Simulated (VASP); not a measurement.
The system is LiF.

```
CELL_PARAMETERS angstrom
0.00000 2.14461 2.14461
2.14461 0.00000 2.14461
2.14461 2.14461 0.00000
ATOMIC_POSITIONS crystal
Li 0.00000 0.00000 0.00000
F 0.25000 0.25000 0.25000
```

Base run:

* Program: VASP 6.6.1
* Functional: PBE
* Potentials or basis: VASP PAW PBE potentials, release 64 (Li_sv, F)
* Cutoff: 520 eV
* k mesh: 8 × 8 × 8
* Occupations: gaussian, width 0.01 eV
* Spin: no spin polarisation

Its results: band gap on the k mesh 7.92 eV, direct.

Task: The run is repeated on the same cell with these changes: functional from PBE to PBEsol; k mesh from 8 × 8 × 8 to 10 × 10 × 10. What comes out?

Result: Band gap on the k mesh 7.74 eV, direct.

Several settings changed at once, so the effect can't be laid on one alone.

A k mesh can miss the band edges.
